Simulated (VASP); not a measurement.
# BAs (Pmmn) in VASP: further runs, part 2 of 2

VASP 6.6.1. Earlier steps stand in the parts before.

**3. Single point, PBE**

This run uses another cell than the first one, of 15.33 Å³/atom, 1.110 times its volume.

The input, INCAR:

```
  ALGO = Normal
  EDIFF = 1E-6
  ENCUT = 520
  GGA = PE
  ISIF = 2
  ISMEAR = 0
  LASPH = T
  LCHARG = T
  LELF = T
  LREAL = F
  LVHAR = T
  LWAVE = F
  NBANDS = 36
  NELM = 80
  PREC = Accurate
  SIGMA = 0.1
```

The input, KPOINTS:

```
k-points
0
Gamma
  6 2 4
```

The input, POSCAR:

```
BAs
1.0
    3.4046680060      0.0000000000      0.0000000000
    0.0000000000     10.4966068372      0.0000000000
    0.0000000000      0.0000000000      5.1471921599
B As
6 6
Direct
    0.0000000000      0.6458120360      0.1083515934
    0.5000000000      0.8541879640      0.8916484066
    0.0000000000      0.0000000000      0.3967346640
    0.5000000000      0.1458120360      0.8916484066
    0.0000000000      0.3541879640      0.1083515934
    0.5000000000      0.5000000000      0.6032653360
    0.5000000000      0.6492377642      0.8729858355
    0.0000000000      0.8507622358      0.1270141645
    0.5000000000      0.0000000000      0.6247465410
    0.0000000000      0.1492377642      0.1270141645
    0.5000000000      0.3507622358      0.8729858355
    0.0000000000      0.5000000000      0.3752534590
```

Potentials or basis: VASP PAW PBE potentials, release 64 (B, As).

On the command line:

```
> cat potpaw_PBE.64/B/POTCAR potpaw_PBE.64/As/POTCAR > POTCAR
> mpirun -np 1 vasp_std > vasp.out
```

Run time: 98 s. Hardware: 1 thread of Intel Xeon 6975P-C (Granite Rapids), shared host; peak memory 0.34 GiB.

The run converged. Its results:

```
Free energy            : -66.0029 eV
Pressure               : 0.6 GPa
Largest force          : 0.023 eV/Å
Band gap on the k mesh : 0.71 eV, indirect (least direct gap 0.93 eV)
```

Forces on the atoms (eV/Å):
```
B    0.000  0.002  0.023
B    0.000 -0.002 -0.023
B    0.000  0.000  0.013
B    0.000  0.002 -0.023
B    0.000 -0.002  0.023
B    0.000  0.000 -0.013
As   0.000  0.008 -0.020
As   0.000 -0.008  0.020
As   0.000  0.000 -0.016
As   0.000  0.008  0.020
As   0.000 -0.008 -0.020
As   0.000  0.000  0.016
```

Stress tensor (GPa, compression positive):
```
0.65 0.00 0.00
0.00 0.56 0.00
0.00 0.00 0.73
```

Levels at points of the mesh, in eV from the valence-band top:
```csv
k point,band 20,band 21,band 22,band 23,band 24,band 25,band 26,band 27,band 28,band 29
"(0.00, 0.00, 0.00)",-1.55,-1.40,-0.68,-0.67,0.00,0.93,1.37,2.07,2.24,2.46
"(0.50, 0.00, 0.00)",-3.88,-2.75,-2.75,-2.16,-2.16,1.74,1.74,1.98,1.98,2.75
"(0.00, 0.50, 0.00)",-2.15,-0.86,-0.86,-0.23,-0.23,1.16,1.16,2.08,2.08,2.84
"(0.50, 0.50, 0.00)",-3.46,-3.20,-3.20,-2.95,-2.95,1.67,1.67,1.80,1.80,3.48
"(0.00, 0.00, 0.50)",-2.23,-1.55,-1.54,-0.84,-0.62,0.71,1.03,1.77,1.81,3.05
"(0.50, 0.00, 0.50)",-3.17,-2.29,-2.29,-1.87,-1.87,2.00,2.00,2.83,2.83,3.94
"(0.00, 0.50, 0.50)",-2.46,-1.56,-1.56,-1.06,-1.06,0.84,0.84,2.41,2.41,3.01
"(0.50, 0.50, 0.50)",-3.65,-2.20,-2.20,-2.12,-2.12,2.87,2.87,2.96,2.96,3.86
```

**4. Single point, PBE**

This run uses another cell than the first one, of 15.34 Å³/atom, 1.111 times its volume.

The input, INCAR:

```
SYSTEM = BAs
PREC     = Accurate       ! precision mode
ENCUT    = 520            ! plane-wave cutoff, eV
EDIFF    = 1E-6           ! SCF threshold, eV
ISMEAR   = 0              ! smearing method
SIGMA    = 0.02           ! smearing width, eV
LREAL    = .FALSE.        ! projectors in reciprocal space
LASPH    = .TRUE.         ! aspherical terms in the spheres
NELM     = 100            ! most SCF steps
ALGO     = Normal         ! electronic algorithm
ISIF     = 2              ! what is computed and relaxed
LWAVE    = .FALSE.        ! write WAVECAR
LCHARG   = .FALSE.        ! write CHGCAR
GGA      = PE             ! functional
NBANDS   = 36             ! bands
```

The input, KPOINTS:

```
regular mesh
0
G
  8 4 6
  0 0 0
```

The input, POSCAR:

```
BAs
1.0
    3.4027914402      0.0000000000      0.0000000000
    0.0000000000     10.4951650970      0.0000000000
    0.0000000000      0.0000000000      5.1553656920
B As
6 6
Direct
    0.0000000000      0.6457057192      0.1083723191
    0.5000000000      0.8542942808      0.8916276809
    0.0000000000      0.0000000000      0.3967327837
    0.5000000000      0.1457057192      0.8916276809
    0.0000000000      0.3542942808      0.1083723191
    0.5000000000      0.5000000000      0.6032672163
    0.5000000000      0.6491586184      0.8730226389
    0.0000000000      0.8508413816      0.1269773611
    0.5000000000      0.0000000000      0.6247458125
    0.0000000000      0.1491586184      0.1269773611
    0.5000000000      0.3508413816      0.8730226389
    0.0000000000      0.5000000000      0.3752541875
```

On the command line:

```
> cat potpaw_PBE.64/B/POTCAR potpaw_PBE.64/As/POTCAR > POTCAR
> mpirun -np 1 vasp_std > vasp.out
```

Run time: 3.7 min. Hardware: 1 thread of Intel Xeon 6975P-C (Granite Rapids), shared host; peak memory 0.46 GiB.

It converged, with:

```
Free energy            : -66.0338 eV
Pressure               : 0.5 GPa
Largest force          : 0.019 eV/Å
Band gap on the k mesh : 0.72 eV, indirect (least direct gap 0.95 eV)
```

Forces on the atoms (eV/Å):
```
B    0.000  0.000  0.014
B    0.000  0.000 -0.014
B    0.000  0.000  0.007
B    0.000  0.000 -0.014
B    0.000  0.000  0.014
B    0.000  0.000 -0.007
As   0.000  0.001 -0.019
As   0.000 -0.001  0.019
As   0.000  0.000 -0.014
As   0.000  0.001  0.019
As   0.000 -0.001 -0.019
As   0.000  0.000  0.014
```

Levels at points of the mesh, in eV from the valence-band top:
```
           k point  band 22  band 23  band 24  band 25  band 26  band 27
(0.00, 0.00, 0.00)    -0.67    -0.67     0.00     0.95     1.36     2.09
(0.50, 0.00, 0.00)    -2.76    -2.16    -2.16     1.73     1.73     1.97
(0.00, 0.50, 0.00)    -0.88    -0.23    -0.23     1.17     1.17     2.08
(0.50, 0.50, 0.00)    -3.20    -2.95    -2.95     1.66     1.66     1.79
(0.00, 0.00, 0.50)    -1.53    -0.86    -0.61     0.72     1.02     1.79
(0.50, 0.00, 0.50)    -2.31    -1.86    -1.86     1.99     1.99     2.80
(0.00, 0.50, 0.50)    -1.57    -1.05    -1.05     0.85     0.85     2.42
(0.50, 0.50, 0.50)    -2.21    -2.13    -2.13     2.86     2.86     2.93
```

A k mesh can miss the band edges. A hybrid or GW would open this gap; PBE tends to underestimate it.

**5. Relaxation of cell and atoms, PBE**

The input, INCAR:

```
SYSTEM = BAs
PREC = Accurate ; ENCUT = 600
EDIFF = 1E-7 ; ISMEAR = 0
SIGMA = 0.1 ; LREAL = .FALSE.
LASPH = .TRUE. ; NELM = 100
ALGO = Normal ; ISIF = 3
LWAVE = .FALSE. ; LCHARG = .FALSE.
GGA = PE ; IBRION = 2
NSW = 90 ; EDIFFG = -0.04
```

The input, KPOINTS:

```
Automatic mesh
0
G
  6 2 4
  0 0 0
```

The input, POSCAR:

```
BAs
1.0
    3.3205533400      0.0000000000      0.0000000000
    0.0000000000     10.3524599300      0.0000000000
    0.0000000000      0.0000000000      4.8214629900
B As
6 6
Direct
    0.0000000000      0.6523099200      0.1196049900
    0.5000000000      0.8476900800      0.8803950100
    0.0000000000      0.0000000000      0.3810625100
    0.5000000000      0.1523099200      0.8803950100
    0.0000000000      0.3476900800      0.1196049900
    0.5000000000      0.5000000000      0.6189374900
    0.5000000000      0.6523099200      0.8803950100
    0.0000000000      0.8476900800      0.1196049900
    0.5000000000      0.0000000000      0.6189374900
    0.0000000000      0.1523099200      0.1196049900
    0.5000000000      0.3476900800      0.8803950100
    0.0000000000      0.5000000000      0.3810625100
```

On the command line:

```
> cat potpaw_PBE.64/B/POTCAR potpaw_PBE.64/As/POTCAR > POTCAR
> mpirun -np 1 vasp_std > vasp.out
```

Wall time 30 min (1 thread of Oxide Virtual Turin-like, shared host); peak memory 0.33 GiB.

It converged, with:

```yaml
Free_energy: -66.0059 eV
Relaxed_volume: 15.41 Å³/atom
Relaxed_cell: a = 3.413 Å, b = 10.508 Å, c = 5.156 Å, α = 90.00°, β = 90.00°, γ = 90.00°
Space_group_after_relaxing_to_0.05_Å: Pmmn (No. 59)
Energy_gained_by_relaxing: 93.6 meV/atom
Ionic_steps: 14
Pressure_after_relaxing: 0.1 GPa
Largest_force_after_relaxing: 0.026 eV/Å
Band_gap_on_the_k_mesh: 0.72 eV, indirect (least direct gap 0.93 eV)
```

Forces on the atoms (eV/Å):
```
B    0.000  0.017 -0.011
B    0.000 -0.017  0.011
B    0.000  0.000 -0.005
B    0.000  0.017  0.011
B    0.000 -0.017 -0.011
B    0.000  0.000  0.005
As   0.000 -0.002 -0.020
As   0.000  0.002  0.020
As   0.000  0.000 -0.026
As   0.000 -0.002  0.020
As   0.000  0.002 -0.020
As   0.000  0.000  0.026
```

Stress tensor (GPa, compression positive):
```
-0.10  0.00  0.00
 0.00  0.08  0.00
 0.00  0.00  0.22
```

Step by step:
| step | energy change (eV) | largest force (eV/Å) | pressure (GPa) | volume (Å³) |
| --- | --- | --- | --- | --- |
| 1 | 0.0000 | 1.4403 | 15.59 | 165.74 |
| 2 | -0.3302 | 1.3563 | -8.48 | 200.10 |
| 3 | -0.9595 | 0.4360 | 0.19 | 183.22 |
| 4 | -0.9597 | 0.4255 | 0.43 | 182.86 |
| 5 | -1.0480 | 0.2598 | -0.34 | 184.92 |
| 6 | -1.0569 | 0.3795 | -0.63 | 185.80 |
| 7 | -1.1044 | 0.1933 | -0.20 | 185.42 |
| 8 | -1.1054 | 0.1854 | -0.12 | 185.36 |
| 9 | -1.1117 | 0.1099 | 0.04 | 184.99 |
| 10 | -1.1117 | 0.0979 | 0.03 | 185.01 |
| 11 | -1.1147 | 0.1036 | 0.02 | 184.99 |
| 12 | -1.1183 | 0.1190 | 0.00 | 184.93 |
| 13 | -1.1204 | 0.0830 | 0.02 | 184.92 |
| 14 | -1.1232 | 0.0256 | 0.06 | 184.88 |

Final structure:
```
B As
1.0
     3.41253    0.00000    0.00000
     0.00000   10.50760    0.00000
     0.00000    0.00000    5.15594
B As
6 6
Direct
  0.00000 0.64578 0.10881
  0.50000 0.85422 0.89119
  0.00000 0.00000 0.39656
  0.50000 0.14578 0.89119
  0.00000 0.35422 0.10881
  0.50000 0.50000 0.60344
  0.50000 0.64921 0.87355
  0.00000 0.85079 0.12645
  0.50000 0.00000 0.62438
  0.00000 0.14921 0.12645
  0.50000 0.35079 0.87355
  0.00000 0.50000 0.37562
```

Levels at points of the mesh, in eV from the valence-band top:
| k point | band 22 | band 23 | band 24 | band 25 | band 26 | band 27 |
| --- | --- | --- | --- | --- | --- | --- |
| (0.00, 0.00, 0.00) | -0.67 | -0.67 | 0.00 | 0.93 | 1.38 | 2.07 |
| (0.50, 0.00, 0.00) | -2.73 | -2.14 | -2.14 | 1.75 | 1.75 | 1.99 |
| (0.00, 0.50, 0.00) | -0.85 | -0.23 | -0.23 | 1.16 | 1.16 | 2.10 |
| (0.50, 0.50, 0.00) | -3.18 | -2.92 | -2.92 | 1.67 | 1.67 | 1.81 |
| (0.00, 0.00, 0.50) | -1.53 | -0.83 | -0.61 | 0.72 | 1.03 | 1.77 |
| (0.50, 0.00, 0.50) | -2.27 | -1.85 | -1.85 | 1.99 | 1.99 | 2.82 |
| (0.00, 0.50, 0.50) | -1.54 | -1.05 | -1.05 | 0.83 | 0.83 | 2.41 |
| (0.50, 0.50, 0.50) | -2.18 | -2.09 | -2.09 | 2.86 | 2.86 | 2.95 |

A k mesh can miss the band edges. As with any semilocal functional, this PBE gap is likely too small.

**6. Overview**

```csv
task,cell,k mesh,cutoff (eV),smearing,gap on the mesh (eV),pressure (GPa),largest force (eV/Å)
single point,"a = 3.321, b = 10.352, c = 4.821 Å, 12 atoms",6 × 2 × 4,520,gaussian 0.1 eV,0.20,15.6,1.44
single point,"a = 3.405, b = 10.497, c = 5.147 Å, 12 atoms",6 × 2 × 4,520,gaussian 0.1 eV,0.71,0.6,0.02
single point,"a = 3.403, b = 10.495, c = 5.155 Å, 12 atoms",8 × 4 × 6,520,gaussian 0.02 eV,0.72,0.5,0.02
relaxation of cell and atoms,"relaxed from a = 3.321, b = 10.352, c = 4.821 Å, 12 atoms",6 × 2 × 4,600,gaussian 0.1 eV,0.72,0.1,0.03
```

Alike in all rows: level PBE; potentials or basis VASP PAW PBE potentials, release 64 (B, As); no spin polarisation.

Caveats: forces of over 1 eV/Å act on the atoms, so gaps and moduli don't describe the material at rest (some runs).

Total energies depend on the potentials used, so only differences within one code and one set of settings carry meaning.
